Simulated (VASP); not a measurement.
# Pb (P6_3/mmc) in VASP: relaxation of shape and atoms at fixed volume with r2SCAN

Aim: the relaxation of shape and atoms at fixed volume of Pb with r2SCAN.

Program: VASP 6.6.1. These are calculated values, not measurements. Logs are shortened: lines on timing, memory, paths and dates and some standing lists are left out, and cuts for length are marked.

## Step 1: The cell of the first run

The structure is hexagonal, space group P6_3/mmc (No. 194). Conventional cell: a = 3.442 Å, b = 3.442 Å, c = 5.679 Å, α = 90.00°, β = 90.00°, γ = 120.00°. Within 4.5 Å of Pb (site symmetry -6m2) lie 12 Pb at 3.44 to 3.47 Å.

This isn't the form of Pb at room conditions, which is fcc.

## Step 2: Relaxation of shape and atoms at fixed volume, r2SCAN (29.14 Å³/atom)

POSCAR

```
Pb
1.0
    3.4421878245      0.0000000000      0.0000000000
   -1.7210939122      2.9810221006      0.0000000000
    0.0000000000      0.0000000000      5.6786550253
Pb
2
Direct
    0.3333333333      0.6666666667      0.2500000000
    0.6666666667      0.3333333333      0.7500000000
```

INCAR.step1

```
PREC = Accurate ; ENCUT = 600
ISMEAR = 0 ; SIGMA = 0.1
LREAL = False ; LASPH = True
NELM = 80 ; GGA = PE
ALGO = Normal ; EDIFF = 1E-4
LWAVE = True ; LCHARG = False
```

INCAR.step2

```
PREC = Accurate ; ENCUT = 600
EDIFF = 1E-7 ; ISMEAR = 0
SIGMA = 0.1 ; LREAL = False
LASPH = True ; NELM = 80
ALGO = Normal ; ISIF = 4
LWAVE = False ; LCHARG = False
METAGGA = R2SCAN ; LMIXTAU = True
IBRION = 2 ; NSW = 50
EDIFFG = -0.01 ; ISTART = 1
```

KPOINTS

```
Automatic mesh
0
Gamma
  15 15 8
```

Potentials or basis: VASP PAW PBE potentials, release 64 (Pb_d).

Launch:

```console
$ cat potpaw_PBE.64/Pb_d/POTCAR > POTCAR
$ cp INCAR.step1 INCAR
$ mpirun -np 1 vasp_std > vasp.out
$ cp INCAR.step2 INCAR
$ mpirun -np 1 vasp_std > vasp.out
```

OUTCAR:

```text
PREC = Accurate
   ENCUT = 600
   EDIFF = 1E-7
   ISMEAR = 0
   LREAL = False
   LASPH = True
   NELM = 80
   ISIF = 4
   METAGGA = R2SCAN
   IBRION = 2
   NSW = 50
   EDIFFG = -0.01
   ISTART = 1

 ion  position               nearest neighbor table
   1  0.333  0.667  0.250-   2 3.47   2 3.47   2 3.47   2 3.47   2 3.47   2 3.47
   2  0.667  0.333  0.750-   1 3.47   1 3.47   1 3.47   1 3.47   1 3.47   1 3.47

  LATTYP: Found a hexagonal cell.
 ALAT       =     3.4421878245
 C/A-ratio  =     1.6497225935

  Lattice vectors:

 A1 = (   3.4421878245,   0.0000000000,   0.0000000000)
 A2 = (  -1.7210939122,   2.9810221006,   0.0000000000)
 A3 = (   0.0000000000,   0.0000000000,   5.6786550253)

Analysis of symmetry for initial positions (statically):
=====================================================================
 Subroutine PRICEL returns:
 Original cell was already a primitive cell.

 Routine SETGRP: Setting up the symmetry group for a
 hexagonal supercell.

 Subroutine GETGRP returns: Found 24 space group operations
 (whereof 12 operations were pure point group operations)
 out of a pool of 24 trial point group operations.

The static configuration has the point symmetry D_3d.
 The point group associated with its full space group is D_6h.

Analysis of symmetry for dynamics (positions and initial velocities):
=====================================================================
 Subroutine PRICEL returns:
 Original cell was already a primitive cell.

 Routine SETGRP: Setting up the symmetry group for a
 hexagonal supercell.

 Subroutine GETGRP returns: Found 24 space group operations
 (whereof 12 operations were pure point group operations)
 out of a pool of 24 trial point group operations.

The dynamic configuration has the point symmetry D_3d.
 The point group associated with its full space group is D_6h.

 Subroutine INISYM returns: Found 24 space group operations
 (whereof 12 operations are pure point group operations),
 and found     1 'primitive' translations

----------------------------------------------------------------------------------------

                                     Primitive cell

  volume of cell :      58.2700

  direct lattice vectors                    reciprocal lattice vectors
     3.442187824  0.000000000  0.000000000     0.290512910  0.167727707  0.000000000
    -1.721093912  2.981022101  0.000000000     0.000000000  0.335455413  0.000000000
     0.000000000  0.000000000  5.678655025     0.000000000  0.000000000  0.176098037

  length of vectors
     3.442187824  3.442187824  5.678655025     0.335455413  0.335455413  0.176098037

  position of ions in fractional coordinates (direct lattice)
     0.333333333  0.666666667  0.250000000
     0.666666667  0.333333333  0.750000000

  ion indices of the primitive-cell ions
   primitive index   ion index
                 1           1
                 2           2

----------------------------------------------------------------------------------------

 KPOINTS: Automatic mesh

Automatic generation of k-mesh.
 Grid dimensions read from file:
 generate k-points for:   15   15    8

 Generating k-lattice:

  Cartesian coordinates                     Fractional coordinates (reciprocal lattice)
     0.019367527  0.011181847  0.000000000     0.066666667 -0.000000000  0.000000000
     0.000000000  0.022363694  0.000000000     0.000000000  0.066666667  0.000000000
     0.000000000  0.000000000  0.022012255     0.000000000  0.000000000  0.125000000

  Length of vectors
     0.022363694  0.022363694  0.022012255

  Shift w.r.t. Gamma in fractional coordinates (k-lattice)
     0.000000000  0.000000000  0.000000000

 Subroutine IBZKPT returns following result:
 ===========================================
[... 51 lines left out ...]
   NSW    =     50    number of steps for IOM
   IBRION =      2    ionic relax: 0-MD 1-quasi-New 2-CG
   NFREE  =      1    steps in history (QN), initial steepest desc. (CG)
   ISIF   =      4    stress and relaxation
   ISYM   =      2    0-nonsym 1-usesym 2-fastsym
   POTIM  = 0.5000    time-step for ionic-motion
   TEBEG  =    0.0;   TEEND  =   0.0 temperature during run
   PSTRESS=    0.0 pullay stress
   NELECT =      28.0000    total number of electrons
   NUPDOWN=      -1.0000    fix difference up-down
   EMIN   =  10.00;   EMAX   =-10.00  energy-range for DOS
   EFERMI =   0.00;   METHOD = LEGACY
   ISMEAR =     0;   SIGMA  =   0.10  broadening in eV -4-tet -1-fermi 0-gaus
   EFERMI_NEDOS =   21; number of points for ismear=-14 and -15
   IALGO  =     38    algorithm
   IMIX   =      4    mixing-type and parameters
     AMIX     =   0.40;   BMIX     =  1.00
     AMIX_MAG =   1.60;   BMIX_MAG =  1.00
  volume/ion in A,a.u.               =      29.14       196.61
  Fermi-wavevector in a.u.,A,eV,Ry     =   1.282269  2.423137 22.370882  1.644213
  Thomas-Fermi vector in A             =   2.414590
   LORBIT       =      0    0 simple, 1 ext, 2 COOP (PROOUT), +10 PAW based schemes
   METAGGA = R2SCAN    functional components
   LHFCALC =     F    Hartree Fock is set to
   AEXX    =    0.0000 exact exchange contribution
   IVDW    =     0    specifies the selected vdW correction
   LEPSILON=     F    determine dielectric tensor
   LRPA    =     F    only Hartree local field effects (RPA)
 conjugate gradient relaxation of ions
 non-spin polarized calculation
 Gauss-broadening in eV      SIGMA  =   0.10
  energy-cutoff  :      600.00
  volume of cell :       58.27
 maximum number of plane-waves:      1967
 NGX is ok and might be reduce to    28
   NGX = 13   NGY = 13   NGZ = 23

--------------------------------------- Ionic step        1  -------------------------------------------

 number of electron      28.0000002 magnetization

 Free energy of the ion-electron system (eV)
  ---------------------------------------------------
  ext. energy  EPLUGINS =         0.00000000
  ---------------------------------------------------
  free energy    TOTEN  =      -112.50367928 eV

  energy without entropy =     -112.50090547  energy(sigma->0) =     -112.50229238

------------------------ aborting loop because EDIFF is reached ----------------------------------------

  FORCE on cell =-STRESS in cart. coord.  units (eV):
  Direction    XX          YY          ZZ          XY          YZ          ZX
  --------------------------------------------------------------------------------------
  -------------------------------------------------------------------------------------
  Total        1.1914422      1.1914422      1.2272459      0.0000000      0.0000000     -0.0000000
  in kB       32.7595782     32.7595782     33.7440294      0.0000000      0.0000000     -0.0000000
  external PRESSURE =      33.0877286 kB  Pullay stress =       0.0000000 kB

 VOLUME and BASIS-vectors are now :
 -----------------------------------------------------------------------------
  energy-cutoff  :      600.00
  volume of cell :       58.27
      direct lattice vectors                 reciprocal lattice vectors
     3.442187824  0.000000000  0.000000000     0.290512910  0.167727707  0.000000000
    -1.721093912  2.981022101  0.000000000     0.000000000  0.335455413  0.000000000
     0.000000000  0.000000000  5.678655025     0.000000000  0.000000000  0.176098037

 POSITION                                       TOTAL-FORCE (eV/Angst)
 -----------------------------------------------------------------------------------
     -0.00000      1.98735      1.41966         0.000000      0.000000      0.000000
      1.72109      0.99367      4.25899        -0.000000     -0.000000      0.000000
 -----------------------------------------------------------------------------------
    total drift:                               -0.000000      0.000000     -0.000000

  FREE ENERGIE OF THE ION-ELECTRON SYSTEM (eV)
  ---------------------------------------------------
  free  energy   TOTEN  =      -112.5036792814 eV

  energy  without entropy=     -112.5009054723  energy(sigma->0) =     -112.50229238

--------------------------------------- Ionic step        2  -------------------------------------------

 number of electron      28.0000002 magnetization

 Free energy of the ion-electron system (eV)
  ---------------------------------------------------
  ext. energy  EPLUGINS =         0.00000000
  ---------------------------------------------------
  free energy    TOTEN  =      -112.50372187 eV

  energy without entropy =     -112.50095234  energy(sigma->0) =     -112.50233711

 E-fermi :   7.6529     XC(G=0): -11.1453

 val. band max:        7.5750060116   @ k =   0.2667   0.0000   0.5000
 cond. band min:       7.6818959544   @ k =   0.4667   0.0667   0.1250
 fundamental gap:      0.1068899428
 Fermi energy:         7.6529191628

 k-point     1 :       0.0000    0.0000    0.0000
  band No.  band energies     occupation
      1     -10.1284      2.00000
      2     -10.0907      2.00000
      3     -10.0624      2.00000
      4     -10.0624      2.00000
      5     -10.0381      2.00000
      6     -10.0381      2.00000
[... 481 lines left out ...]
      5      -9.9574      2.00000
      6      -9.9216      2.00000
[... 10 lines left out ...]
     17       9.5849      0.00000
     18      10.2981      0.00000

 [... further k-points ...]

------------------------ aborting loop because EDIFF is reached ----------------------------------------

  FORCE on cell =-STRESS in cart. coord.  units (eV):
  Direction    XX          YY          ZZ          XY          YZ          ZX
  --------------------------------------------------------------------------------------
  -------------------------------------------------------------------------------------
  Total        1.1987220      1.1987220      1.2092752      0.0000000      0.0000000     -0.0000000
  in kB       32.9597417     32.9597417     33.2499119      0.0000000      0.0000000     -0.0000000
  external PRESSURE =      33.0564651 kB  Pullay stress =       0.0000000 kB

 VOLUME and BASIS-vectors are now :
 -----------------------------------------------------------------------------
  energy-cutoff  :      600.00
  volume of cell :       58.27
      direct lattice vectors                 reciprocal lattice vectors
     3.441197179  0.000000000 -0.000000000     0.290596542  0.167775992  0.000000000
    -1.720598589  2.980164176  0.000000000    -0.000000000  0.335551983 -0.000000000
    -0.000000000  0.000000000  5.681925018     0.000000000 -0.000000000  0.175996691

 POSITION                                       TOTAL-FORCE (eV/Angst)
 -----------------------------------------------------------------------------------
     -0.00000      1.98678      1.42048         0.000000     -0.000000      0.000000
      1.72060      0.99339      4.26144        -0.000000      0.000000      0.000000
 -----------------------------------------------------------------------------------
    total drift:                               -0.000000      0.000000     -0.000000

  FREE ENERGIE OF THE ION-ELECTRON SYSTEM (eV)
  ---------------------------------------------------
  free  energy   TOTEN  =      -112.5037218706 eV

  energy  without entropy=     -112.5009523437  energy(sigma->0) =     -112.50233711

 reached required accuracy - stopping structural energy minimisation
```

Wall time 22 min (1 thread of Oxide Virtual Turin-like, shared host); peak memory 0.27 GiB.

Results:

| Quantity | Value |
| --- | --- |
| Free energy | -112.5037 eV |
| Energy gained by relaxing | 0.0 meV/atom |
| Ionic steps | 2 |
| Pressure after relaxing | 3.3 GPa |
| Band gap on the k mesh | zero (bands 14 and 15 overlap by 8.42 eV) |

Final structure:
```
Pb
1.0
     3.44120    0.00000    0.00000
    -1.72060    2.98016    0.00000
     0.00000    0.00000    5.68193
Pb
2
Direct
  0.33333 0.66667 0.25000
  0.66667 0.33333 0.75000
```

Caveat: the PAW data sets were made with another functional, which shifts forces and pressure a little; spin-orbit coupling is left out, which moves the levels of the heavy elements.

The gap in the log of VASP goes by the Fermi energy; the results here count the filled bands.